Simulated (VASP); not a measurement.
# TiO2 (R-3m) in VASP: notebook

Runs on TiO2. Level: PBE+D3(BJ)+U. Tasks: single point.

Program: VASP 6.6.1. These are calculated values, not measurements. Logs are shortened: lines on timing, memory, paths and dates and some standing lists are left out, and cuts for length are marked.

## Step 1: The cell of the first run

Symmetry: R-3m, No. 166, trigonal system. Conventional cell: a = 2.868 Å, b = 2.868 Å, c = 11.513 Å, α = 90.00°, β = 90.00°, γ = 120.00°. Ti (site symmetry -3m) has 6 O at 1.82 Å within 2.4 Å. Within 2.4 Å of O (site symmetry 3m) lie 3 Ti at 1.82 Å and 4 O at 2.23 to 2.34 Å.

## Step 2: Single point, PBE+D3(BJ)+U

File INCAR:

```
ALGO = Normal
EDIFF = 1E-6
ENCUT = 520
GGA = PE
ISIF = 2
ISMEAR = 0
IVDW = 12
LASPH = True
LCHARG = False
LDAU = True
LDAUJ = 0 0
LDAUL = 2 -1
LDAUPRINT = 1
LDAUTYPE = 2
LDAUU = 4 0
LMAXMIX = 4
LREAL = False
LWAVE = False
NBANDS = 19
NELM = 150
PREC = Accurate
SIGMA = 0.05
```

File KPOINTS:

```
k-points
0
Gamma
  9 9 9
```

File POSCAR:

```
TiO2
1.0
    1.4338500000      0.8278336835      3.8378333333
   -1.4338500000      0.8278336835      3.8378333333
    0.0000000000     -1.6556673670      3.8378333333
Ti O
1 2
Direct
    0.0000000000      0.0000000000      0.0000000000
    0.6017580785      0.6017580785      0.6017580785
    0.3982419215      0.3982419215      0.3982419215
```

Potentials or basis: VASP PAW PBE potentials, release 64 (Ti_sv, O).

Started as:

```
> cat potpaw_PBE.64/Ti_sv/POTCAR potpaw_PBE.64/O/POTCAR > POTCAR
> mpirun -np 1 vasp_std > vasp.out
```

OUTCAR:

```text
EDIFF = 1E-6
   ENCUT = 520
   GGA = PE
   ISIF = 2
   ISMEAR = 0
   IVDW = 12
   LASPH = True
   LREAL = False
   NELM = 150
   PREC = Accurate
 IVDW          = 12

 ion  position               nearest neighbor table
   1  0.000  0.000  0.000-   2 1.82   2 1.82   3 1.82   3 1.82   2 1.82   3 1.82
   2  0.602  0.602  0.602-   1 1.82   1 1.82   1 1.82
   3  0.398  0.398  0.398-   1 1.82   1 1.82   1 1.82

  LATTYP: Found a trigonal (rhomboedric) cell.
 ALAT       =     4.1797367291
 COS(alpha) =     0.7646362462

  Lattice vectors:

 A1 = (   1.4338500000,   0.8278336835,   3.8378333333)
 A2 = (  -1.4338500000,   0.8278336835,   3.8378333333)
 A3 = (   0.0000000000,  -1.6556673670,   3.8378333333)

Analysis of symmetry for initial positions (statically):
=====================================================================
 Subroutine PRICEL returns:
 Original cell was already a primitive cell.

 Routine SETGRP: Setting up the symmetry group for a
 trigonal (rhombohedral) supercell.

 Subroutine GETGRP returns: Found 12 space group operations
 (whereof 12 operations were pure point group operations)
 out of a pool of 12 trial point group operations.

The static configuration has the point symmetry D_3d.

Analysis of symmetry for dynamics (positions and initial velocities):
=====================================================================
 Subroutine PRICEL returns:
 Original cell was already a primitive cell.

 Routine SETGRP: Setting up the symmetry group for a
 trigonal (rhombohedral) supercell.

 Subroutine GETGRP returns: Found 12 space group operations
 (whereof 12 operations were pure point group operations)
 out of a pool of 12 trial point group operations.

The dynamic configuration has the point symmetry D_3d.

 Subroutine INISYM returns: Found 12 space group operations
 (whereof 12 operations are pure point group operations),
 and found     1 'primitive' translations

----------------------------------------------------------------------------------------

                                     Primitive cell

  volume of cell :      27.3328

  direct lattice vectors                    reciprocal lattice vectors
     1.433850000  0.827833683  3.837833333     0.348711511  0.201328685  0.086854562
    -1.433850000  0.827833683  3.837833333    -0.348711511  0.201328685  0.086854562
     0.000000000 -1.655667367  3.837833333     0.000000000 -0.402657369  0.086854562

  length of vectors
     4.179736729  4.179736729  4.179736729     0.411918283  0.411918283  0.411918283

  position of ions in fractional coordinates (direct lattice)
     0.000000000  0.000000000  0.000000000
     0.601758078  0.601758078  0.601758078
     0.398241922  0.398241922  0.398241922

  ion indices of the primitive-cell ions
   primitive index   ion index
                 1           1
                 2           2
                 3           3

----------------------------------------------------------------------------------------

 KPOINTS: k-points

Automatic generation of k-mesh.
 Grid dimensions read from file:
 generate k-points for:    9    9    9

 Generating k-lattice:

  Cartesian coordinates                     Fractional coordinates (reciprocal lattice)
     0.038745723  0.022369854  0.009650507     0.111111111  0.000000000  0.000000000
    -0.038745723  0.022369854  0.009650507     0.000000000  0.111111111  0.000000000
     0.000000000 -0.044739708  0.009650507     0.000000000  0.000000000  0.111111111

  Length of vectors
     0.045768698  0.045768698  0.045768698

[... 39 lines left out ...]
   dimension x,y,z NGXF=    64 NGYF=   64 NGZF=   64
   ions per type =               1   2
   NGX,Y,Z   is equivalent  to a cutoff of  12.73, 12.73, 12.73 a.u.
   NGXF,Y,Z  is equivalent  to a cutoff of  25.46, 25.46, 25.46 a.u.
 SYSTEM =  unknown system
   PREC   = accura    normal or accurate (medium, high low for compatibility)
   ISTART =      0    job   : 0-new  1-cont  2-samecut
   ICHARG =      2    charge: 1-file 2-atom 10-const
   ISPIN  =      1    spin polarized calculation?
[... 54 lines left out ...]
  o =  0.1172  v =  0.0000  0.0000  0.0000  0.0000  0.0000  0.0000  0.0000 -1.0000  0.0000  0.0000      0.0000  0.0000  0.0000  0.0000  0.0000  0.0000  0.0000  0.0000  0.0000  0.0000
  o =  0.1199  v =  0.0000  0.0000  0.0000  0.0000  0.0000  0.6857  0.0000  0.0000  0.7279 -0.0000      0.0000  0.0000  0.0000  0.0000  0.0000  0.0000  0.0000  0.0000  0.0000  0.0000
  o =  0.1199  v =  0.6857  0.0000  0.0000  0.7279 -0.0000  0.0000  0.0000  0.0000  0.0000  0.0000      0.0000  0.0000  0.0000  0.0000  0.0000  0.0000  0.0000  0.0000  0.0000  0.0000
  o =  0.1199  v =  0.0000 -0.7279 -0.0000 -0.0000 -0.6857  0.0000  0.0000  0.0000  0.0000  0.0000      0.0000  0.0000  0.0000  0.0000  0.0000  0.0000  0.0000  0.0000  0.0000  0.0000
  o =  0.1199  v =  0.0000  0.0000  0.0000  0.0000  0.0000  0.0000 -0.7279 -0.0000 -0.0000 -0.6857      0.0000  0.0000  0.0000  0.0000  0.0000  0.0000  0.0000  0.0000  0.0000  0.0000
  o =  0.3307  v = -0.7279  0.0000  0.0000  0.6857 -0.0000  0.0000  0.0000  0.0000  0.0000  0.0000      0.0000  0.0000  0.0000  0.0000  0.0000  0.0000  0.0000  0.0000  0.0000  0.0000
  o =  0.3307  v =  0.0000  0.0000  0.0000  0.0000  0.0000 -0.7279  0.0000  0.0000  0.6857 -0.0000      0.0000  0.0000  0.0000  0.0000  0.0000  0.0000  0.0000  0.0000  0.0000  0.0000
  o =  0.3307  v =  0.0000  0.0000  0.0000  0.0000  0.0000  0.0000 -0.6857  0.0000 -0.0000  0.7279      0.0000  0.0000  0.0000  0.0000  0.0000  0.0000  0.0000  0.0000  0.0000  0.0000
  o =  0.3307  v =  0.0000 -0.6857  0.0000 -0.0000  0.7279  0.0000  0.0000  0.0000  0.0000  0.0000      0.0000  0.0000  0.0000  0.0000  0.0000  0.0000  0.0000  0.0000  0.0000  0.0000

 number of electron      24.0000002 magnetization

 Free energy of the ion-electron system (eV)
  ---------------------------------------------------
  ext. energy  EPLUGINS =         0.00000000
  ---------------------------------------------------
  free energy    TOTEN  =       -20.88963644 eV

  energy without entropy =      -20.88963644  energy(sigma->0) =      -20.88963644

 E-fermi :   7.0588     XC(G=0): -11.8708

 val. band max:        6.7369464624   @ k =  -0.2222   0.1111   0.0000
 cond. band min:       9.7796849130   @ k =  -0.3333   0.3333   0.0000
 fundamental gap:      3.0427384506
 Fermi energy:         7.0587911551

 k-point     1 :       0.0000    0.0000    0.0000
  band No.  band energies     occupation
      1     -50.4670      2.00000
      2     -26.8145      2.00000
      3     -26.4237      2.00000
      4     -26.4237      2.00000
      5     -13.1649      2.00000
      6      -9.1739      2.00000
[... 505 lines left out ...]
      6      -9.8233      2.00000
[... 11 lines left out ...]
     18      17.6332      0.00000
     19      21.2286      0.00000

 [... further k-points ...]

------------------------ aborting loop because EDIFF is reached ----------------------------------------

 Edisp (eV)   -0.84630

 E8    (eV) :    -0.3358

  FORCE on cell =-STRESS in cart. coord.  units (eV):
  Direction    XX          YY          ZZ          XY          YZ          ZX
  --------------------------------------------------------------------------------------
  -------------------------------------------------------------------------------------
  Total      17.95541    17.95541    14.69692     0.00000     0.00000     0.00000
  in kB    1052.49911  1052.49911   861.49513     0.00000     0.00000     0.00000
  external pressure =      988.83 kB  Pullay stress =        0.00 kB

 VOLUME and BASIS-vectors are now :
 -----------------------------------------------------------------------------
  energy-cutoff  :      520.00
  volume of cell :       27.33
      direct lattice vectors                 reciprocal lattice vectors
     1.433850000  0.827833683  3.837833333     0.348711511  0.201328685  0.086854562
    -1.433850000  0.827833683  3.837833333    -0.348711511  0.201328685  0.086854562
     0.000000000 -1.655667367  3.837833333     0.000000000 -0.402657369  0.086854562

 POSITION                                       TOTAL-FORCE (eV/Angst)
 -----------------------------------------------------------------------------------
      0.00000      0.00000      0.00000         0.000000      0.000000      0.000000
      0.00000      0.00000      6.92834         0.000000      0.000000     -6.564862
      0.00000      0.00000      4.58516         0.000000     -0.000000      6.564862
 -----------------------------------------------------------------------------------
    total drift:                                0.000000      0.000000      0.000000

  FREE ENERGIE OF THE ION-ELECTRON SYSTEM (eV)
  ---------------------------------------------------
  free  energy   TOTEN  =       -21.7359383265 eV

  energy  without entropy=      -21.7359383265  energy(sigma->0) =      -21.73593833
```

It took 79 s on 1 thread of Intel Xeon 8259CL, shared host; peak memory 0.21 GiB.

Results:

```
Free energy                : -21.7359 eV
Pressure                   : 98.9 GPa
Largest force              : 6.565 eV/Å
Band gap on the k mesh     : 3.04 eV (least direct gap 3.66 eV)
Dispersion energy per atom : -0.282 eV
```

Forces on the atoms (eV/Å):
```
Ti   0.000  0.000  0.000
O    0.000  0.000 -6.565
O    0.000  0.000  6.565
```

Eigenvalues of the final occupation matrices:
```
    site  spin  trace               eigenvalues
site 1 d     1   1.02  0.12 0.12 0.12 0.33 0.33
site 1 d     2   1.02  0.12 0.12 0.12 0.33 0.33
```

Caveat: the stress differs along the axes, from 86 to 105 GPa; forces of over 1 eV/Å act on the atoms, so gaps and moduli don't describe the material at rest. A k mesh can miss the band edges.

## Step 3: Single point, PBE+D3(BJ)+U

This run uses another cell than the first one, of 9.47 Å³/atom.

File INCAR:

```
SYSTEM = TiO2
PREC = Accurate ; ENCUT = 520
EDIFF = 1E-6 ; ISMEAR = 0
SIGMA = 0.05 ; LREAL = .False.
LASPH = .True. ; NELM = 150
ALGO = Normal ; ISIF = 2
LWAVE = .False. ; LCHARG = .False.
LMAXMIX = 4 ; LDAU = .True.
LDAUTYPE = 2 ; LDAUL = 2 -1
LDAUU = 4 0 ; LDAUJ = 0 0
LDAUPRINT = 1 ; GGA = PE
IVDW = 12 ; NBANDS = 19
```

File KPOINTS:

```
Automatic mesh
0
Gamma
  9 9 9
  0 0 0
```

File POSCAR:

```
TiO2
1.0
    1.3987500000      0.8075686890      4.1903000000
   -1.3987500000      0.8075686890      4.1903000000
    0.0000000000     -1.6151373781      4.1903000000
Ti O
1 2
Direct
    0.0000000000      0.0000000000      0.0000000000
    0.6017580785      0.6017580785      0.6017580785
    0.3982419215      0.3982419215      0.3982419215
```

Potentials or basis: VASP PAW PBE potentials, release 64 (Ti_sv, O).

Started as:

```
> cat potpaw_PBE.64/Ti_sv/POTCAR potpaw_PBE.64/O/POTCAR > POTCAR
> mpirun -np 1 vasp_std > vasp.out
```

Wall time 2.1 min (1 thread of Intel Xeon 8259CL, shared host); peak memory 0.23 GiB.

The run converged. Its results:

- Free energy: -22.0153 eV
- Pressure: 96.2 GPa
- Largest force: 6.660 eV/Å
- Band gap on the k mesh: 3.57 eV (least direct gap 4.20 eV)
- Dispersion energy per atom: -0.269 eV

Forces in eV/Å, atoms in the order of the input:
```
Ti   0.000  0.000  0.000
O    0.000  0.000 -6.660
O    0.000  0.000  6.660
```

Stress tensor (GPa, compression positive):
```
108.51   0.00   0.00
  0.00 108.51   0.00
  0.00   0.00  71.61
```

Levels at points of the mesh, in eV from the valence-band top:
```tsv
k point	band 9	band 10	band 11	band 12	band 13	band 14	band 15	band 16
(0.00, 0.00, 0.00)	-5.66	-0.76	-0.76	-0.68	3.57	3.57	6.04	8.84
```

Eigenvalues of the final occupation matrices:
```
    site  spin  trace               eigenvalues
site 1 d     1   1.04  0.12 0.13 0.13 0.34 0.34
site 1 d     2   1.04  0.12 0.13 0.13 0.34 0.34
```

Caveat: the stress differs along the axes, from 72 to 109 GPa; forces of over 1 eV/Å act on the atoms, so gaps and moduli don't describe the material at rest. A k mesh can miss the band edges.

## Step 4: Single point, PBE+D3(BJ)+U

This run uses another cell than the first one, of 9.56 Å³/atom.

File INCAR:

```
  PREC = Accurate
  ENCUT = 520
  EDIFF = 1E-7
  ISMEAR = 0
  SIGMA = 0.05
  LREAL = F
  LASPH = T
  NELM = 150
  ALGO = Normal
  ISIF = 2
  LWAVE = F
  LCHARG = F
  LMAXMIX = 4
  LDAU = T
  LDAUTYPE = 2
  LDAUL = 2 -1
  LDAUU = 4 0
  LDAUJ = 0 0
  LDAUPRINT = 1
  GGA = PE
  IVDW = 12
  NBANDS = 19
```

File KPOINTS:

```
regular mesh
0
Gamma
  9 9 9
```

File POSCAR:

```
TiO2
1.0
    1.4689500000      0.8480986779      3.8378333333
   -1.4689500000      0.8480986779      3.8378333333
    0.0000000000     -1.6961973559      3.8378333333
Ti O
1 2
Direct
    0.0000000000      0.0000000000      0.0000000000
    0.6017580785      0.6017580785      0.6017580785
    0.3982419215      0.3982419215      0.3982419215
```

Started as:

```
> cat potpaw_PBE.64/Ti_sv/POTCAR potpaw_PBE.64/O/POTCAR > POTCAR
> mpirun -np 1 vasp_std > vasp.out
```

It took 94 s on 1 thread of Intel Xeon 8259CL, shared host; peak memory 0.21 GiB.

The run converged. Its results:

| Property | Result |
| --- | --- |
| Free energy | -22.4830 eV |
| Pressure | 71.5 GPa |
| Largest force | 5.082 eV/Å |
| Band gap on the k mesh | 2.81 eV (least direct gap 3.30 eV) |
| Dispersion energy per atom | -0.268 eV |

Forces on the atoms (eV/Å):
```
Ti   0.000  0.000  0.000
O    0.000  0.000 -5.082
O    0.000  0.000  5.082
```

Stress tensor (GPa, compression positive):
```
71.98  0.00  0.00
 0.00 71.98  0.00
 0.00  0.00 70.45
```

Levels at points of the mesh, in eV from the valence-band top:
```
           k point  band 10  band 11  band 12  band 13  band 14  band 15
(0.00, 0.00, 0.00)    -1.18    -1.18    -0.53     2.91     2.91     4.70
```

Eigenvalues of the final occupation matrices:
```tsv
site	spin	trace	eigenvalues
site 1 d	1	0.96	0.11 0.11 0.11 0.31 0.31
site 1 d	2	0.96	0.11 0.11 0.11 0.31 0.31
```

Caveat: the cell stands under pressure; forces of over 1 eV/Å act on the atoms, so gaps and moduli don't describe the material at rest.

## Step 5: Single point, PBE+D3(BJ)+U

This run uses another cell than the first one, of 9.95 Å³/atom.

File INCAR:

```
PREC = Accurate ; ENCUT = 520
EDIFF = 1E-6 ; ISMEAR = 0
SIGMA = 0.05 ; LREAL = F
LASPH = T ; NELM = 150
ALGO = Normal ; ISIF = 2
LWAVE = F ; LCHARG = F
LMAXMIX = 4 ; LDAU = T
LDAUTYPE = 2 ; LDAUL = 2 -1
LDAUU = 4 0 ; LDAUJ = 0 0
LDAUPRINT = 1 ; GGA = PE
IVDW = 12 ; NBANDS = 19
```

KPOINTS is that of step 4.

File POSCAR:

```
TiO2
1.0
    1.4338500000      0.8278336835      4.1903000000
   -1.4338500000      0.8278336835      4.1903000000
    0.0000000000     -1.6556673670      4.1903000000
Ti O
1 2
Direct
    0.0000000000      0.0000000000      0.0000000000
    0.6017580785      0.6017580785      0.6017580785
    0.3982419215      0.3982419215      0.3982419215
```

Started as:

```
> cat potpaw_PBE.64/Ti_sv/POTCAR potpaw_PBE.64/O/POTCAR > POTCAR
> mpirun -np 1 vasp_std > vasp.out
```

Wall time 2.4 min (1 thread of Intel Xeon 8259CL, shared host); peak memory 0.23 GiB.

It converged, with:

```
Free energy                : -22.8418 eV
Pressure                   : 69.0 GPa
Largest force              : 5.205 eV/Å
Band gap on the k mesh     : 3.33 eV (least direct gap 3.91 eV)
Dispersion energy per atom : -0.256 eV
```

Forces on the atoms (eV/Å):
```
Ti   0.000  0.000  0.000
O    0.000  0.000 -5.205
O    0.000  0.000  5.205
```

Stress tensor (GPa, compression positive):
```
75.54  0.00  0.00
 0.00 75.54  0.00
 0.00  0.00 56.06
```

Levels at points of the mesh, in eV from the valence-band top:
```
           k point  band 8  band 9  band 10  band 11  band 12  band 13  band 14  band 15  band 16  band 17
(0.00, 0.00, 0.00)   -5.44   -5.44    -0.83    -0.83    -0.58     3.33     3.33     5.53     8.42     8.60
```

Eigenvalues of the final occupation matrices:
```
    site  spin  trace               eigenvalues
site 1 d     1   0.97  0.11 0.11 0.11 0.32 0.32
site 1 d     2   0.97  0.11 0.11 0.11 0.32 0.32
```

Caveat: the stress differs along the axes, from 56 to 76 GPa; forces of over 1 eV/Å act on the atoms, so gaps and moduli don't describe the material at rest.

## Step 6: Single point, PBE+D3(BJ)+U

This run uses another cell than the first one, of 10.02 Å³/atom.

File INCAR:

```
SYSTEM = TiO2
ALGO = Normal ; EDIFF = 1E-6
ENCUT = 520 ; GGA = PE
ISIF = 2 ; ISMEAR = 0
IVDW = 12 ; LASPH = .TRUE.
LCHARG = .FALSE. ; LDAU = .TRUE.
LDAUJ = 0 0 ; LDAUL = 2 -1
LDAUPRINT = 1 ; LDAUTYPE = 2
LDAUU = 4 0 ; LMAXMIX = 4
LREAL = .FALSE. ; LWAVE = .FALSE.
NBANDS = 19 ; NELM = 150
PREC = Accurate ; SIGMA = 0.05
```

File KPOINTS:

```
k-points
0
G
  9 9 9
  0 0 0
```

File POSCAR:

```
TiO2
1.0
    1.5040433916      0.8683598570      3.8378333333
   -1.5040433916      0.8683598570      3.8378333333
    0.0000000000     -1.7367197141      3.8378333333
Ti O
1 2
Direct
    0.0000000000      0.0000000000      0.0000000000
    0.6017580785      0.6017580785      0.6017580785
    0.3982419215      0.3982419215      0.3982419215
```

Potentials or basis: VASP PAW PBE potentials, release 64 (Ti_sv, O).

Started as:

```
> cat potpaw_PBE.64/Ti_sv/POTCAR potpaw_PBE.64/O/POTCAR > POTCAR
> mpirun -np 1 vasp_std > vasp.out
```

Run time: 88 s. Hardware: 1 thread of Intel Xeon 8259CL, shared host; peak memory 0.21 GiB.

It converged, with:

* Free energy: -22.9860 eV
* Pressure: 49.0 GPa
* Largest force: 3.811 eV/Å
* Band gap on the k mesh: 2.57 eV (least direct gap 2.96 eV)
* Dispersion energy per atom: -0.255 eV

Forces on the atoms (eV/Å):
```
Ti   0.000  0.000  0.000
O    0.000  0.000 -3.811
O    0.000  0.000  3.811
```

Stress tensor (GPa, compression positive):
```
44.67  0.00  0.00
 0.00 44.67  0.00
 0.00  0.00 57.62
```

Levels at points of the mesh, in eV from the valence-band top:
```
           k point  band 10  band 11  band 12  band 13  band 14  band 15
(0.00, 0.00, 0.00)    -1.23    -1.23    -0.44     2.70     2.70     4.21
```

Eigenvalues of the final occupation matrices:
| site | spin | trace | eigenvalues |
| --- | --- | --- | --- |
| site 1 d | 1 | 0.90 | 0.10 0.10 0.11 0.30 0.30 |
| site 1 d | 2 | 0.90 | 0.10 0.10 0.11 0.30 0.30 |

Caveat: the stress differs along the axes, from 45 to 58 GPa; forces of over 1 eV/Å act on the atoms, so gaps and moduli don't describe the material at rest.

## Step 7: Overview

```csv
cell,gap on the mesh (eV),pressure (GPa),largest force (eV/Å)
"a = 4.180 Å, angles 40.1°, 3 atoms",3.04,98.9,6.56
"a = 4.491 Å, angles 36.3°, 3 atoms",3.57,96.2,6.66
"a = 4.196 Å, angles 41.0°, 3 atoms",2.81,71.5,5.08
"a = 4.506 Å, angles 37.1°, 3 atoms",3.33,69.0,5.21
"a = 4.213 Å, angles 41.8°, 3 atoms",2.57,49.0,3.81
```

Alike in all rows: task single point; level PBE+D3(BJ)+U; potentials or basis VASP PAW PBE potentials, release 64 (Ti_sv, O); no spin polarisation; Ti d U = 4.0 eV; k mesh 9 × 9 × 9; cutoff (eV) 520; smearing gaussian 0.05 eV.

Caveats: forces of over 1 eV/Å act on the atoms, so gaps and moduli don't describe the material at rest; the stress differs along the axes, from 86 to 105 GPa (at least some runs); the stress differs along the axes, from 72 to 109 GPa (at least some runs); the cell stands under pressure (at least some runs); the stress differs along the axes, from 56 to 76 GPa (at least some runs); the stress differs along the axes, from 45 to 58 GPa (at least some runs).

Absolute energies hang on the potentials; compare differences alone.
